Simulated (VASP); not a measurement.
# PtS2 in VASP: further runs

The runs below take PtS2 through single point, with r2SCAN.

Everything below comes from runs of VASP 6.6.1. Logs are shortened: lines on timing, memory, paths and dates and some standing lists are left out, and cuts for length are marked.

### 1 The cell of the first run

The typed cell holds 3 atoms: a = 3.543 Å, b = 3.543 Å, c = 5.039 Å, α = 90.00°, β = 90.00°, γ = 120.00°.

### 2 Single point, r2SCAN

POSCAR

```
PtS2
1.0
    3.5432000000      0.0000000000      0.0000000000
   -1.7716000000      3.0685010000      0.0000000000
    0.0000000000      0.0000000000      5.0388000000
Pt S
1 2
Direct
   -0.0026047509     -0.0218800238     -0.0104464302
    0.3314205574      0.6448028883      0.2333376545
    0.6634919073      0.3129760248      0.7457037791
```

INCAR.step1

```
PREC = Accurate
ENCUT = 520
ISMEAR = -1
SIGMA = 0.1
LREAL = False
LASPH = True
NELM = 80
NBANDS = 18
GGA = PE
ALGO = Normal
EDIFF = 1E-4
LWAVE = True
LCHARG = False
```

INCAR.step2

```
PREC = Accurate
ENCUT = 520
EDIFF = 1E-6
ISMEAR = -1
SIGMA = 0.1
LREAL = False
LASPH = True
NELM = 80
ALGO = Normal
ISIF = 2
LWAVE = False
LCHARG = False
METAGGA = R2SCAN
LMIXTAU = True
NBANDS = 18
ISTART = 1
```

KPOINTS

```
regular mesh
0
Gamma
  6 6 4
```

Potentials or basis: VASP PAW PBE potentials, release 64 (Pt, S).

Run with:

```sh
> cat potpaw_PBE.64/Pt/POTCAR potpaw_PBE.64/S/POTCAR > POTCAR
> cp INCAR.step1 INCAR
> mpirun -np 1 vasp_std > vasp.out
> cp INCAR.step2 INCAR
> mpirun -np 1 vasp_std > vasp.out
```

OUTCAR:

```text
PREC = Accurate
   ENCUT = 520
   EDIFF = 1E-6
   ISMEAR = -1
   LREAL = False
   LASPH = True
   NELM = 80
   ISIF = 2
   METAGGA = R2SCAN
   ISTART = 1

 ion  position               nearest neighbor table
   1  0.997  0.978  0.990-   3 2.38   2 2.38   3 2.38   2 2.39   2 2.39   3 2.39
   2  0.331  0.645  0.233-   1 2.38   1 2.39   1 2.39
   3  0.663  0.313  0.746-   1 2.38   1 2.38   1 2.39

  LATTYP: Found a hexagonal cell.
 ALAT       =     3.5432000000
 C/A-ratio  =     1.4221043125

  Lattice vectors:

 A1 = (   3.5432000000,   0.0000000000,   0.0000000000)
 A2 = (  -1.7716000000,   3.0685010000,   0.0000000000)
 A3 = (   0.0000000000,   0.0000000000,   5.0388000000)

Analysis of symmetry for initial positions (statically):
=====================================================================
 Subroutine PRICEL returns:
 Original cell was already a primitive cell.

 Routine SETGRP: Setting up the symmetry group for a
 hexagonal supercell.

 Subroutine GETGRP returns: Found  1 space group operations
 (whereof  1 operations were pure point group operations)
 out of a pool of 24 trial point group operations.

The static configuration has the point symmetry C_1 .

Analysis of symmetry for dynamics (positions and initial velocities):
=====================================================================
 Subroutine PRICEL returns:
 Original cell was already a primitive cell.

 Routine SETGRP: Setting up the symmetry group for a
 hexagonal supercell.

 Subroutine GETGRP returns: Found  1 space group operations
 (whereof  1 operations were pure point group operations)
 out of a pool of 24 trial point group operations.

The dynamic configuration has the point symmetry C_1 .

 Subroutine INISYM returns: Found  1 space group operations
 (whereof  1 operations are pure point group operations),
 and found     1 'primitive' translations

----------------------------------------------------------------------------------------

                                     Primitive cell

  volume of cell :      54.7834

  direct lattice vectors                    reciprocal lattice vectors
     3.543200000  0.000000000  0.000000000     0.282230752  0.162946012  0.000000000
    -1.771600000  3.068501000  0.000000000     0.000000000  0.325892023  0.000000000
     0.000000000  0.000000000  5.038800000     0.000000000  0.000000000  0.198459951

  length of vectors
     3.543200000  3.543199818  5.038800000     0.325892007  0.325892023  0.198459951

  position of ions in fractional coordinates (direct lattice)
     0.997395249  0.978119976  0.989553570
     0.331420557  0.644802888  0.233337654
     0.663491907  0.312976025  0.745703779

  ion indices of the primitive-cell ions
   primitive index   ion index
                 1           1
                 2           2
                 3           3

----------------------------------------------------------------------------------------

 KPOINTS: regular mesh

Automatic generation of k-mesh.
 Grid dimensions read from file:
 generate k-points for:    6    6    4

 Generating k-lattice:

  Cartesian coordinates                     Fractional coordinates (reciprocal lattice)
     0.047038459  0.027157669  0.000000000     0.166666667 -0.000000000  0.000000000
     0.000000000  0.054315337  0.000000000     0.000000000  0.166666667  0.000000000
     0.000000000  0.000000000  0.049614988     0.000000000  0.000000000  0.250000000

  Length of vectors
     0.054315334  0.054315337  0.049614988

  Shift w.r.t. Gamma in fractional coordinates (k-lattice)
     0.000000000  0.000000000  0.000000000

 Subroutine IBZKPT returns following result:
 ===========================================

 Found     76 irreducible k-points:

 Following reciprocal coordinates:
            Coordinates               Weight
  0.000000  0.000000  0.000000      1.000000
  0.166667  0.000000  0.000000      2.000000
  0.000000  0.166667  0.000000      2.000000
 -0.166667  0.166667  0.000000      2.000000
  0.333333 -0.000000  0.000000      2.000000
  0.000000  0.333333  0.000000      2.000000
[... 16 lines left out ...]
  0.000000  0.166667  0.250000      2.000000
 -0.166667  0.166667  0.250000      2.000000
 [... further k-points ...]
   k-points           NKPTS =     76   k-points in BZ     NKDIM =     76   number of bands    NBANDS=     18
   number of dos      NEDOS =    301   number of ions     NIONS =      3
   total plane-waves  NPLWV =  31360
   dimension x,y,z NGX =    28 NGY =   28 NGZ =   40
   dimension x,y,z NGXF=    56 NGYF=   56 NGZF=   80
   ions per type =               1   2
   NGX,Y,Z   is equivalent  to a cutoff of  13.14, 13.14, 13.20 a.u.
   NGXF,Y,Z  is equivalent  to a cutoff of  26.28, 26.28, 26.39 a.u.
 SYSTEM =  unknown system
   PREC   = accura    normal or accurate (medium, high low for compatibility)
   ISTART =      1    job   : 0-new  1-cont  2-samecut
   ICHARG =      0    charge: 1-file 2-atom 10-const
   ISPIN  =      1    spin polarized calculation?
   LNONCOLLINEAR =      F non collinear calculations
   LSORBIT =      F    spin-orbit coupling
   LASPH  =      T    aspherical Exc in radial PAW
   ENCUT  =  520.0 eV  38.22 Ry    6.18 a.u.   6.59  6.59  9.37*2*pi/ulx,y,z
   NELM   =     80;   NELMIN=  2; NELMDL=  0     # of ELM steps
   EDIFF  = 0.1E-05   stopping-criterion for ELM
   LREAL  =      F    real-space projection
   EDIFFG = 0.1E-04   stopping-criterion for IOM
   NSW    =      0    number of steps for IOM
   IBRION =     -1    ionic relax: 0-MD 1-quasi-New 2-CG
   NFREE  =      0    steps in history (QN), initial steepest desc. (CG)
   ISIF   =      2    stress and relaxation
   ISYM   =      2    0-nonsym 1-usesym 2-fastsym
   POTIM  = 0.5000    time-step for ionic-motion
   TEBEG  =    0.0;   TEEND  =   0.0 temperature during run
   PSTRESS=    0.0 pullay stress
   NELECT =      22.0000    total number of electrons
   NUPDOWN=      -1.0000    fix difference up-down
   EMIN   =  10.00;   EMAX   =-10.00  energy-range for DOS
   EFERMI =   0.00;   METHOD = LEGACY
   ISMEAR =    -1;   SIGMA  =   0.10  broadening in eV -4-tet -1-fermi 0-gaus
   EFERMI_NEDOS =   21; number of points for ismear=-14 and -15
   IALGO  =     38    algorithm
   IMIX   =      4    mixing-type and parameters
     AMIX     =   0.40;   BMIX     =  1.00
     AMIX_MAG =   1.60;   BMIX_MAG =  1.00
  volume/ion in A,a.u.               =      18.26       123.23
  Fermi-wavevector in a.u.,A,eV,Ry     =   1.207812  2.282434 19.848316  1.458810
  Thomas-Fermi vector in A             =   2.343439
   LORBIT       =      0    0 simple, 1 ext, 2 COOP (PROOUT), +10 PAW based schemes
   METAGGA = R2SCAN    functional components
   LHFCALC =     F    Hartree Fock is set to
   AEXX    =    0.0000 exact exchange contribution
   IVDW    =     0    specifies the selected vdW correction
   LEPSILON=     F    determine dielectric tensor
   LRPA    =     F    only Hartree local field effects (RPA)
 non-spin polarized calculation
  energy-cutoff  :      520.00
  volume of cell :       54.78
 maximum number of plane-waves:      1507
 NGX is ok and might be reduce to    28
   NGX = 13   NGY = 13   NGZ = 19

 number of electron      22.0000000 magnetization

 Free energy of the ion-electron system (eV)
  ---------------------------------------------------
  ext. energy  EPLUGINS =         0.00000000
  ---------------------------------------------------
  free energy    TOTEN  =       -68.83402146 eV

  energy without entropy =      -68.83216686  energy(sigma->0) =      -68.83309416

 E-fermi :   6.9799     XC(G=0): -11.3590

 val. band max:        6.6135208966   @ k =   0.0000   0.0000   0.0000
 cond. band min:       7.4498718687   @ k =   0.3333   0.3333   0.0000
 fundamental gap:      0.8363509721
 Fermi energy:         6.9798855537

 k-point     1 :       0.0000    0.0000    0.0000
  band No.  band energies     occupation
      1      -9.3554      2.00000
      2      -6.3402      2.00000
      3      -0.6704      2.00000
      4      -0.2403      2.00000
      5      -0.2288      2.00000
      6       2.5718      2.00000
[... 10 lines left out ...]
     17      15.0867      0.00000
     18      19.9954      0.00000

 k-point     2 :       0.1667    0.0000    0.0000
  band No.  band energies     occupation
      1      -8.9961      2.00000
      2      -6.5105      2.00000
      3      -0.3000      2.00000
      4      -0.0082      2.00000
      5       0.0314      2.00000
      6       2.0060      2.00000
[... 10 lines left out ...]
     17      16.0540      0.00000
     18      17.0594      0.00000

 k-point     3 :       0.0000    0.1667    0.0000
  band No.  band energies     occupation
      1      -8.9961      2.00000
      2      -6.5106      2.00000
      3      -0.2997      2.00000
      4      -0.0073      2.00000
      5       0.0308      2.00000
      6       2.0054      2.00000
[... 10 lines left out ...]
     17      16.0528      0.00000
     18      17.0581      0.00000

 k-point     4 :      -0.1667    0.1667    0.0000
  band No.  band energies     occupation
      1      -8.9972      2.00000
      2      -6.5089      2.00000
      3      -0.3057      2.00000
      4      -0.0201      2.00000
      5       0.0385      2.00000
      6       2.0161      2.00000
[... 375 lines left out ...]
      4       0.0265      2.00000
      5       0.5105      2.00000
      6       2.0368      2.00000
[... 10 lines left out ...]
     17      15.4873      0.00000
     18      16.5919      0.00000

 k-point    23 :       0.0000    0.1667    0.2500
  band No.  band energies     occupation
      1      -8.8225      2.00000
      2      -6.8423      2.00000
      3      -0.4183      2.00000
      4      -0.0264      2.00000
      5       0.6002      2.00000
      6       1.8835      2.00000
[... 10 lines left out ...]
     17      16.1719      0.00000
     18      16.5384      0.00000

 k-point    24 :      -0.1667    0.1667    0.2500
  band No.  band energies     occupation
      1      -8.8103      2.00000
      2      -6.8751      2.00000
      3      -0.3080      2.00000
      4       0.0137      2.00000
      5       0.5023      2.00000
      6       2.0463      2.00000
[... 10 lines left out ...]
     17      15.4955      0.00000
     18      16.6095      0.00000

 [... further k-points ...]

------------------------ aborting loop because EDIFF is reached ----------------------------------------

  FORCE on cell =-STRESS in cart. coord.  units (eV):
  Direction    XX          YY          ZZ          XY          YZ          ZX
  --------------------------------------------------------------------------------------
  -------------------------------------------------------------------------------------
  Total        0.8149382      0.8704237      0.6440054      0.0426501      0.0548887     -0.0844717
  in kB       23.8334106     25.4561220     18.8343672      1.2473292      1.6052558     -2.4704305
  external PRESSURE =      22.7079666 kB  Pullay stress =       0.0000000 kB

 VOLUME and BASIS-vectors are now :
 -----------------------------------------------------------------------------
  energy-cutoff  :      520.00
  volume of cell :       54.78
      direct lattice vectors                 reciprocal lattice vectors
     3.543200000  0.000000000  0.000000000     0.282230752  0.162946012  0.000000000
    -1.771600000  3.068501000  0.000000000     0.000000000  0.325892023  0.000000000
     0.000000000  0.000000000  5.038800000     0.000000000  0.000000000  0.198459951

 POSITION                                       TOTAL-FORCE (eV/Angst)
 -----------------------------------------------------------------------------------
      1.80113      3.00136      4.98616        -0.019415      0.040743     -0.002829
      0.03196      1.97858      1.17574        -0.029596      0.005177     -0.057467
      1.79642      0.96037      3.75745         0.049011     -0.045920      0.060296
 -----------------------------------------------------------------------------------
    total drift:                               -0.000007     -0.000034     -0.000115

  FREE ENERGIE OF THE ION-ELECTRON SYSTEM (eV)
  ---------------------------------------------------
  free  energy   TOTEN  =       -68.8340214591 eV

  energy  without entropy=      -68.8321668608  energy(sigma->0) =      -68.83309416
```

Wall time 3 min (1 thread of AMD EPYC 9R14 (Zen 4), shared host); peak memory 0.19 GiB.

Results:

```
Free energy            : -68.8340 eV
Pressure               : 2.3 GPa
Largest force          : 0.090 eV/Å
Band gap on the k mesh : 0.84 eV, indirect (least direct gap 1.54 eV)
```

Forces on the atoms (eV/Å):
```
Pt  -0.019  0.041 -0.003
S   -0.030  0.005 -0.057
S    0.049 -0.046  0.060
```

Stress tensor (GPa, compression positive):
```
 2.38  0.12 -0.25
 0.12  2.55  0.16
-0.25  0.16  1.88
```

Levels at points of the mesh, in eV from the valence-band top:
| k point | band 8 | band 9 | band 10 | band 11 | band 12 | band 13 | band 14 | band 15 |
| --- | --- | --- | --- | --- | --- | --- | --- | --- |
| (0.00, 0.00, 0.00) | -2.23 | -1.19 | -1.17 | 0.00 | 2.10 | 2.13 | 5.02 | 6.02 |
| (0.50, 0.00, 0.00) | -3.37 | -3.34 | -3.21 | -2.60 | 1.58 | 2.69 | 5.78 | 6.91 |
| (0.00, 0.50, 0.00) | -3.37 | -3.34 | -3.21 | -2.60 | 1.58 | 2.69 | 5.78 | 6.91 |
| (0.50, 0.50, 0.00) | -3.37 | -3.34 | -3.20 | -2.60 | 1.56 | 2.71 | 5.80 | 6.92 |
| (0.00, 0.00, 0.50) | -2.83 | -1.47 | -1.46 | -1.19 | 2.74 | 2.76 | 5.98 | 7.64 |
| (0.50, 0.00, 0.50) | -3.35 | -2.94 | -2.89 | -1.52 | 1.72 | 2.35 | 5.46 | 5.77 |
| (0.00, 0.50, 0.50) | -3.35 | -2.94 | -2.89 | -1.52 | 1.72 | 2.35 | 5.46 | 5.77 |
| (0.50, 0.50, 0.50) | -3.35 | -2.93 | -2.89 | -1.50 | 1.73 | 2.35 | 5.44 | 5.76 |

Caveat: the PAW data sets were made with another functional, which shifts forces and pressure a little; spin-orbit coupling is left out, which moves the levels of the heavy elements. A k mesh can miss the band edges.

(Continued in part 2 of 2.)
